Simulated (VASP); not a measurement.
# Mg3GeN (Pm-3m) in VASP: further runs

Mg3GeN is run at these levels: PBE; tasks: single point.

All numbers are computed with VASP 6.6.1; they aren't measurements. Logs are shortened: lines on timing, memory, paths and dates and some standing lists are left out, and cuts for length are marked.

## (1) The cell of the first run

It takes space group Pm-3m (No. 221, cubic). Conventional cell: a = 4.233 Å, b = 4.233 Å, c = 4.233 Å, α = 90.00°, β = 90.00°, γ = 90.00°. Within 2.8 Å of Mg (site symmetry 4/mmm) lie 2 N at 2.12 Å. Ge (site symmetry m-3m) has 12 Mg at 2.99 Å and 8 N at 3.67 Å within 3.9 Å. N (site symmetry m-3m) has 6 Mg at 2.12 Å within 2.8 Å.

## (2) Single point, PBE (15.17 Å³/atom)

Input file INCAR:

```
PREC = Accurate ; ENCUT = 520
EDIFF = 1E-7 ; ISMEAR = 0
SIGMA = 0.1 ; LREAL = False
LASPH = True ; NELM = 100
ALGO = Normal ; ISIF = 2
LWAVE = False ; LCHARG = True
GGA = PE ; LELF = True
LVHAR = True ; NBANDS = 20
```

Input file KPOINTS:

```
regular mesh
0
Gamma
  10 10 10
```

Input file POSCAR:

```
Mg3GeN
1.0
    4.2332194000      0.0000000000      0.0000000000
    0.0000000000      4.2332194000      0.0000000000
    0.0000000000      0.0000000000      4.2332194000
Mg Ge N
3 1 1
Direct
    0.5000000000      0.0000000000      0.0000000000
    0.0000000000      0.5000000000      0.0000000000
    0.0000000000      0.0000000000      0.5000000000
    0.5000000000      0.5000000000      0.5000000000
    0.0000000000      0.0000000000      0.0000000000
```

Potentials or basis: VASP PAW PBE potentials, release 64 (Mg, Ge_d, N).

The run is started by

```bash
> cat potpaw_PBE.64/Mg/POTCAR potpaw_PBE.64/Ge_d/POTCAR potpaw_PBE.64/N/POTCAR > POTCAR
> mpirun -np 1 vasp_std > vasp.out
```

OUTCAR:

```text
PREC = Accurate
   ENCUT = 520
   EDIFF = 1E-7
   ISMEAR = 0
   LREAL = False
   LASPH = True
   NELM = 100
   ISIF = 2
   GGA = PE

 ion  position               nearest neighbor table
   1  0.500  0.000  0.000-   5 2.12   5 2.12   4 2.99   2 2.99   3 2.99   4 2.99   2 2.99   4 2.99
                             4 2.99   2 2.99   3 2.99   3 2.99   3 2.99   2 2.99
   2  0.000  0.500  0.000-   5 2.12   5 2.12   4 2.99   1 2.99   3 2.99   4 2.99   1 2.99   3 2.99
                             3 2.99   3 2.99   1 2.99   4 2.99   4 2.99   1 2.99
   3  0.000  0.000  0.500-   5 2.12   5 2.12   4 2.99   1 2.99   1 2.99   2 2.99   2 2.99   2 2.99
                             4 2.99   2 2.99   1 2.99   4 2.99   1 2.99   4 2.99
   4  0.500  0.500  0.500-   1 2.99   2 2.99   3 2.99   1 2.99   2 2.99   1 2.99   3 2.99   1 2.99
                             2 2.99   3 2.99   2 2.99   3 2.99
   5  0.000  0.000  0.000-   1 2.12   2 2.12   3 2.12   3 2.12   2 2.12   1 2.12

  LATTYP: Found a simple cubic cell.
 ALAT       =     4.2332194000

  Lattice vectors:

 A1 = (   4.2332194000,   0.0000000000,   0.0000000000)
 A2 = (   0.0000000000,   4.2332194000,   0.0000000000)
 A3 = (   0.0000000000,   0.0000000000,   4.2332194000)

Analysis of symmetry for initial positions (statically):
=====================================================================
 Subroutine PRICEL returns:
 Original cell was already a primitive cell.

 Routine SETGRP: Setting up the symmetry group for a
 simple cubic supercell.

 Subroutine GETGRP returns: Found 48 space group operations
 (whereof 48 operations were pure point group operations)
 out of a pool of 48 trial point group operations.

The static configuration has the point symmetry O_h .

Analysis of symmetry for dynamics (positions and initial velocities):
=====================================================================
 Subroutine PRICEL returns:
 Original cell was already a primitive cell.

 Routine SETGRP: Setting up the symmetry group for a
 simple cubic supercell.

 Subroutine GETGRP returns: Found 48 space group operations
 (whereof 48 operations were pure point group operations)
 out of a pool of 48 trial point group operations.

The dynamic configuration has the point symmetry O_h .

 Subroutine INISYM returns: Found 48 space group operations
 (whereof 48 operations are pure point group operations),
 and found     1 'primitive' translations

----------------------------------------------------------------------------------------

                                     Primitive cell

  volume of cell :      75.8599

  direct lattice vectors                    reciprocal lattice vectors
     4.233219400  0.000000000  0.000000000     0.236226830  0.000000000  0.000000000
     0.000000000  4.233219400  0.000000000     0.000000000  0.236226830  0.000000000
     0.000000000  0.000000000  4.233219400     0.000000000  0.000000000  0.236226830

  length of vectors
     4.233219400  4.233219400  4.233219400     0.236226830  0.236226830  0.236226830

  position of ions in fractional coordinates (direct lattice)
     0.500000000  0.000000000  0.000000000
     0.000000000  0.500000000  0.000000000
     0.000000000  0.000000000  0.500000000
     0.500000000  0.500000000  0.500000000
     0.000000000  0.000000000  0.000000000

  ion indices of the primitive-cell ions
   primitive index   ion index
                 1           1
                 2           2
                 3           3
                 4           4
                 5           5

----------------------------------------------------------------------------------------

 KPOINTS: regular mesh

Automatic generation of k-mesh.
 Grid dimensions read from file:
 generate k-points for:   10   10   10

 Generating k-lattice:

  Cartesian coordinates                     Fractional coordinates (reciprocal lattice)
     0.023622683  0.000000000  0.000000000     0.100000000  0.000000000  0.000000000
     0.000000000  0.023622683  0.000000000     0.000000000  0.100000000  0.000000000
     0.000000000  0.000000000  0.023622683     0.000000000  0.000000000  0.100000000

  Length of vectors
     0.023622683  0.023622683  0.023622683

  Shift w.r.t. Gamma in fractional coordinates (k-lattice)
     0.000000000  0.000000000  0.000000000

 Subroutine IBZKPT returns following result:
 ===========================================

 Found     56 irreducible k-points:

 Following reciprocal coordinates:
            Coordinates               Weight
  0.000000  0.000000  0.000000      1.000000
  0.100000  0.000000  0.000000      6.000000
  0.200000  0.000000  0.000000      6.000000
  0.300000  0.000000  0.000000      6.000000
  0.400000  0.000000  0.000000      6.000000
  0.500000  0.000000  0.000000      3.000000
[... 16 lines left out ...]
  0.200000  0.100000  0.100000     24.000000
  0.300000  0.100000  0.100000     24.000000
 [... further k-points ...]
   k-points           NKPTS =     56   k-points in BZ     NKDIM =     56   number of bands    NBANDS=     20
   number of dos      NEDOS =    301   number of ions     NIONS =      5
   total plane-waves  NPLWV =  32768
   dimension x,y,z NGX =    32 NGY =   32 NGZ =   32
   dimension x,y,z NGXF=    64 NGYF=   64 NGZF=   64
   ions per type =               3   1   1
   NGX,Y,Z   is equivalent  to a cutoff of  12.57, 12.57, 12.57 a.u.
   NGXF,Y,Z  is equivalent  to a cutoff of  25.13, 25.13, 25.13 a.u.
 SYSTEM =  unknown system
   PREC   = accura    normal or accurate (medium, high low for compatibility)
   ISTART =      0    job   : 0-new  1-cont  2-samecut
   ICHARG =      2    charge: 1-file 2-atom 10-const
   ISPIN  =      1    spin polarized calculation?
   LNONCOLLINEAR =      F non collinear calculations
   LSORBIT =      F    spin-orbit coupling
   LASPH  =      T    aspherical Exc in radial PAW
   ENCUT  =  520.0 eV  38.22 Ry    6.18 a.u.   7.87  7.87  7.87*2*pi/ulx,y,z
   NELM   =    100;   NELMIN=  2; NELMDL= -5     # of ELM steps
   EDIFF  = 0.1E-06   stopping-criterion for ELM
   LREAL  =      F    real-space projection
   EDIFFG = 0.1E-05   stopping-criterion for IOM
   NSW    =      0    number of steps for IOM
   IBRION =     -1    ionic relax: 0-MD 1-quasi-New 2-CG
   NFREE  =      0    steps in history (QN), initial steepest desc. (CG)
   ISIF   =      2    stress and relaxation
   ISYM   =      2    0-nonsym 1-usesym 2-fastsym
   POTIM  = 0.5000    time-step for ionic-motion
   TEBEG  =    0.0;   TEEND  =   0.0 temperature during run
   PSTRESS=    0.0 pullay stress
   NELECT =      25.0000    total number of electrons
   NUPDOWN=      -1.0000    fix difference up-down
   EMIN   =  10.00;   EMAX   =-10.00  energy-range for DOS
   EFERMI =   0.00;   METHOD = LEGACY
   ISMEAR =     0;   SIGMA  =   0.10  broadening in eV -4-tet -1-fermi 0-gaus
   EFERMI_NEDOS =   21; number of points for ismear=-14 and -15
   IALGO  =     38    algorithm
   IMIX   =      4    mixing-type and parameters
     AMIX     =   0.40;   BMIX     =  1.00
     AMIX_MAG =   1.60;   BMIX_MAG =  1.00
  volume/ion in A,a.u.               =      15.17       102.39
  Fermi-wavevector in a.u.,A,eV,Ry     =   1.130795  2.136894 17.397748  1.278698
  Thomas-Fermi vector in A             =   2.267493
   LORBIT       =      0    0 simple, 1 ext, 2 COOP (PROOUT), +10 PAW based schemes
   GGA     = PE    functional components
   LHFCALC =     F    Hartree Fock is set to
   AEXX    =    0.0000 exact exchange contribution
   IVDW    =     0    specifies the selected vdW correction
   LEPSILON=     F    determine dielectric tensor
   LRPA    =     F    only Hartree local field effects (RPA)
 non-spin polarized calculation
 Gauss-broadening in eV      SIGMA  =   0.10
  energy-cutoff  :      520.00
  volume of cell :       75.86
 maximum number of plane-waves:      2060
 NGX is ok and might be reduce to    32
   NGX = 15   NGY = 15   NGZ = 15

 number of electron      25.0000002 magnetization

 Free energy of the ion-electron system (eV)
  ---------------------------------------------------
  ext. energy  EPLUGINS =         0.00000000
  ---------------------------------------------------
  free energy    TOTEN  =       -19.54617333 eV

  energy without entropy =      -19.52734584  energy(sigma->0) =      -19.53675958

 E-fermi :   4.5466     XC(G=0): -10.1121

 val. band max:        4.5248087387   @ k =   0.4000   0.3000   0.1000
 cond. band min:       4.5622161495   @ k =   0.5000   0.4000   0.1000
 fundamental gap:      0.0374074108
 Fermi energy:         4.5466030924

 k-point     1 :       0.0000    0.0000    0.0000
  band No.  band energies     occupation
      1     -19.1229      2.00000
      2     -19.1229      2.00000
      3     -19.1229      2.00000
      4     -19.1199      2.00000
      5     -19.1199      2.00000
      6      -9.4633      2.00000
[... 12 lines left out ...]
     19      11.4642      0.00000
     20      13.1313      0.00000

 k-point     2 :       0.1000    0.0000    0.0000
  band No.  band energies     occupation
      1     -19.1230      2.00000
      2     -19.1230      2.00000
      3     -19.1229      2.00000
      4     -19.1199      2.00000
      5     -19.1196      2.00000
      6      -9.4420      2.00000
[... 12 lines left out ...]
     19      11.5442      0.00000
     20      12.6246      0.00000

 k-point     3 :       0.2000    0.0000    0.0000
  band No.  band energies     occupation
      1     -19.1232      2.00000
      2     -19.1232      2.00000
      3     -19.1229      2.00000
      4     -19.1198      2.00000
      5     -19.1187      2.00000
      6      -9.3845      2.00000
[... 12 lines left out ...]
     19      11.6507      0.00000
     20      11.7838      0.00000

 k-point     4 :       0.3000    0.0000    0.0000
  band No.  band energies     occupation
      1     -19.1234      2.00000
      2     -19.1234      2.00000
      3     -19.1229      2.00000
      4     -19.1198      2.00000
      5     -19.1176      2.00000
      6      -9.3105      2.00000
[... 12 lines left out ...]
     19      10.7406      0.00000
     20      12.1800      0.00000

 k-point     5 :       0.4000    0.0000    0.0000
  band No.  band energies     occupation
      1     -19.1237      2.00000
      2     -19.1237      2.00000
      3     -19.1229      2.00000
      4     -19.1197      2.00000
      5     -19.1168      2.00000
      6      -9.2481      2.00000
[... 12 lines left out ...]
     19      12.2371      0.00000
     20      12.5299      0.00000

 k-point     6 :       0.5000    0.0000    0.0000
  band No.  band energies     occupation
      1     -19.1237      2.00000
      2     -19.1237      2.00000
      3     -19.1228      2.00000
      4     -19.1197      2.00000
      5     -19.1165      2.00000
      6      -9.2236      2.00000
[... 12 lines left out ...]
     19      11.9409      0.00000
     20      12.6603      0.00000

 k-point     7 :       0.1000    0.1000    0.0000
  band No.  band energies     occupation
      1     -19.1231      2.00000
      2     -19.1230      2.00000
      3     -19.1230      2.00000
      4     -19.1197      2.00000
      5     -19.1194      2.00000
      6      -9.4210      2.00000
[... 12 lines left out ...]
     19      11.7902      0.00000
     20      12.9561      0.00000
[... 277 lines left out ...]
 k-point    20 :       0.5000    0.4000    0.0000
  band No.  band energies     occupation
      1     -19.1249      2.00000
      2     -19.1236      2.00000
      3     -19.1236      2.00000
      4     -19.1181      2.00000
      5     -19.1148      2.00000
      6      -9.0721      2.00000
[... 12 lines left out ...]
     19      12.1695      0.00000
     20      13.6283      0.00000

 k-point    21 :       0.5000    0.5000    0.0000
  band No.  band energies     occupation
      1     -19.1250      2.00000
      2     -19.1236      2.00000
      3     -19.1236      2.00000
      4     -19.1180      2.00000
      5     -19.1146      2.00000
      6      -9.0554      2.00000
[... 12 lines left out ...]
     19      12.3590      0.00000
     20      14.9538      0.00000

 k-point    22 :       0.1000    0.1000    0.1000
  band No.  band energies     occupation
      1     -19.1231      2.00000
      2     -19.1231      2.00000
      3     -19.1231      2.00000
      4     -19.1194      2.00000
      5     -19.1194      2.00000
      6      -9.4005      2.00000
[... 12 lines left out ...]
     19      11.8522      0.00000
     20      13.3313      0.00000

 k-point    23 :       0.2000    0.1000    0.1000
  band No.  band energies     occupation
      1     -19.1233      2.00000
      2     -19.1233      2.00000
      3     -19.1231      2.00000
      4     -19.1193      2.00000
      5     -19.1185      2.00000
      6      -9.3457      2.00000
[... 12 lines left out ...]
     19      11.6155      0.00000
     20      12.6506      0.00000

 k-point    24 :       0.3000    0.1000    0.1000
  band No.  band energies     occupation
      1     -19.1236      2.00000
      2     -19.1235      2.00000
      3     -19.1230      2.00000
      4     -19.1193      2.00000
      5     -19.1175      2.00000
      6      -9.2754      2.00000
[... 12 lines left out ...]
     19      11.2641      0.00000
     20      11.8484      0.00000

 [... further k-points ...]

------------------------ aborting loop because EDIFF is reached ----------------------------------------

  FORCE on cell =-STRESS in cart. coord.  units (eV):
  Direction    XX          YY          ZZ          XY          YZ          ZX
  --------------------------------------------------------------------------------------
  -------------------------------------------------------------------------------------
  Total        1.0762141      1.0762141      1.0762141      0.0000000      0.0000000      0.0000000
  in kB       22.7298680     22.7298680     22.7298680      0.0000000      0.0000000      0.0000000
  external PRESSURE =      22.7298680 kB  Pullay stress =       0.0000000 kB

 VOLUME and BASIS-vectors are now :
 -----------------------------------------------------------------------------
  energy-cutoff  :      520.00
  volume of cell :       75.86
      direct lattice vectors                 reciprocal lattice vectors
     4.233219400  0.000000000  0.000000000     0.236226830  0.000000000  0.000000000
     0.000000000  4.233219400  0.000000000     0.000000000  0.236226830  0.000000000
     0.000000000  0.000000000  4.233219400     0.000000000  0.000000000  0.236226830

 POSITION                                       TOTAL-FORCE (eV/Angst)
 -----------------------------------------------------------------------------------
      2.11661      0.00000      0.00000         0.000000      0.000000      0.000000
      0.00000      2.11661      0.00000         0.000000      0.000000      0.000000
      0.00000      0.00000      2.11661         0.000000      0.000000      0.000000
      2.11661      2.11661      2.11661         0.000000      0.000000      0.000000
      0.00000      0.00000      0.00000         0.000000      0.000000      0.000000
 -----------------------------------------------------------------------------------
    total drift:                                0.000000      0.000000     -0.000000

  FREE ENERGIE OF THE ION-ELECTRON SYSTEM (eV)
  ---------------------------------------------------
  free  energy   TOTEN  =       -19.5461733293 eV

  energy  without entropy=      -19.5273458387  energy(sigma->0) =      -19.53675958
```

Wall time 85 s (1 thread of Intel Xeon 8259CL, shared host); peak memory 0.24 GiB.

Results:

| Quantity | Value |
| --- | --- |
| Free energy | -19.5462 eV |
| Pressure | 2.3 GPa |
| Band gap on the k mesh | zero (an odd number of electrons rules out a gap without spin polarisation) |

Levels at points of the mesh, in eV from the Fermi level:
```csv
k point,band 9,band 10,band 11,band 12,band 13,band 14,band 15,band 16,band 17,band 18
"(0.00, 0.00, 0.00)",-3.56,-3.56,0.70,0.70,0.70,1.50,1.50,2.50,6.92,6.92
"(0.50, 0.00, 0.00)",-3.09,-3.08,-3.08,-0.20,-0.20,2.63,4.21,5.06,5.78,5.78
"(0.50, 0.50, 0.00)",-5.32,-2.91,-0.69,-0.69,0.63,1.39,2.86,3.98,3.98,7.81
"(0.50, 0.50, 0.50)",-4.14,-4.14,-2.92,-2.92,-2.92,4.02,4.02,4.02,7.18,9.95
```

## (3) Single point, PBE (16.11 Å³/atom)

This run uses another cell than the first one, of 16.11 Å³/atom.

Input file INCAR:

```
PREC = Accurate
ENCUT = 520
EDIFF = 1E-6
ISMEAR = 0
SIGMA = 0.1
LREAL = F
LASPH = T
NELM = 60
ALGO = Normal
ISIF = 2
LWAVE = F
LCHARG = F
GGA = PE
NBANDS = 20
```

Input file KPOINTS:

```
Automatic mesh
0
Gamma
  10 10 10
```

POSCAR, as its differences from that of step 2:

```diff
@@ -2,5 +2,5 @@
 1.0
-    4.2332194000      0.0000000000      0.0000000000
-    0.0000000000      4.2332194000      0.0000000000
-    0.0000000000      0.0000000000      4.2332194000
+    4.3187620310      0.0000000000      0.0000000000
+    0.0000000000      4.3187620310      0.0000000000
+    0.0000000000      0.0000000000      4.3187620310
 Mg Ge N
```

Potentials or basis: VASP PAW PBE potentials, release 64 (Mg, Ge_d, N).

The run is started by

```bash
> cat potpaw_PBE.64/Mg/POTCAR potpaw_PBE.64/Ge_d/POTCAR potpaw_PBE.64/N/POTCAR > POTCAR
> mpirun -np 1 vasp_std > vasp.out
```

Run time: 77 s. Hardware: 1 thread of Intel Xeon 8259CL, shared host; peak memory 0.24 GiB.

Results (log left out):

| Property | Result |
| --- | --- |
| Free energy | -19.5412 eV |
| Pressure | -2.4 GPa |
| Band gap on the k mesh | zero (an odd number of electrons rules out a gap without spin polarisation) |

Levels at points of the mesh, in eV from the Fermi level:
```tsv
k point	band 10	band 11	band 12	band 13	band 14	band 15	band 16	band 17
(0.00, 0.00, 0.00)	-3.42	0.64	0.64	0.64	1.45	1.45	1.97	6.80
(0.50, 0.00, 0.00)	-2.97	-2.97	-0.17	-0.17	2.61	3.86	4.67	5.53
(0.50, 0.50, 0.00)	-2.80	-0.65	-0.65	0.62	1.18	2.65	3.87	3.87
(0.50, 0.50, 0.50)	-3.99	-2.77	-2.77	-2.77	3.80	3.80	3.80	6.71
```

## (4) Single point, PBE (16.58 Å³/atom)

This run uses another cell than the first one, of 16.58 Å³/atom.

Input file INCAR:

```
  PREC = Accurate
  ENCUT = 520
  EDIFF = 1E-6
  ISMEAR = 0
  SIGMA = 0.1
  LREAL = F
  LASPH = T
  NELM = 80
  ALGO = Normal
  ISIF = 2
  LWAVE = F
  LCHARG = T
  GGA = PE
  LELF = T
  LVHAR = T
  NBANDS = 20
```

Input file KPOINTS:

```
regular mesh
0
Gamma
  10 10 10
```

POSCAR, as its differences from that of step 3:

```diff
@@ -2,5 +2,5 @@
 1.0
-    4.3187620310      0.0000000000      0.0000000000
-    0.0000000000      4.3187620310      0.0000000000
-    0.0000000000      0.0000000000      4.3187620310
+    4.3602911366      0.0000000000      0.0000000000
+    0.0000000000      4.3602911366      0.0000000000
+    0.0000000000      0.0000000000      4.3602911366
 Mg Ge N
```

The run is started by

```bash
> cat potpaw_PBE.64/Mg/POTCAR potpaw_PBE.64/Ge_d/POTCAR potpaw_PBE.64/N/POTCAR > POTCAR
> mpirun -np 1 vasp_std > vasp.out
```

Wall time 1.7 min (1 thread of Intel Xeon 8259CL, shared host); peak memory 0.25 GiB.

It converged, with:

* Free energy: -19.4920 eV
* Pressure: -4.3 GPa
* Band gap on the k mesh: zero (an odd number of electrons rules out a gap without spin polarisation)

Levels at points of the mesh, in eV from the Fermi level:
```csv
k point,band 9,band 10,band 11,band 12,band 13,band 14,band 15,band 16,band 17,band 18
"(0.00, 0.00, 0.00)",-3.35,-3.35,0.61,0.61,0.61,1.42,1.42,1.73,6.74,6.74
"(0.50, 0.00, 0.00)",-3.07,-2.91,-2.91,-0.16,-0.16,2.60,3.71,4.49,5.42,5.42
"(0.50, 0.50, 0.00)",-5.01,-2.74,-0.64,-0.64,0.61,1.08,2.55,3.81,3.81,7.22
"(0.50, 0.50, 0.50)",-3.92,-3.92,-2.70,-2.70,-2.70,3.69,3.69,3.69,6.49,9.13
```

Caveat: the cell stands under tension.

## (5) Summary

```tsv
cell	gap on the mesh (eV)	pressure (GPa)
a = 4.233 Å, 5 atoms	none	2.3
a = 4.319 Å, 5 atoms	none	-2.4
a = 4.360 Å, 5 atoms	none	-4.3
```

Alike in all rows: task single point; level PBE; potentials or basis VASP PAW PBE potentials, release 64 (Mg, Ge_d, N); no spin polarisation; k mesh 10 × 10 × 10; cutoff (eV) 520; smearing gaussian 0.1 eV.

Caveats: the cell stands under tension (at least some runs).

Total energies depend on the potentials used, so only differences within one code and one set of settings carry meaning.
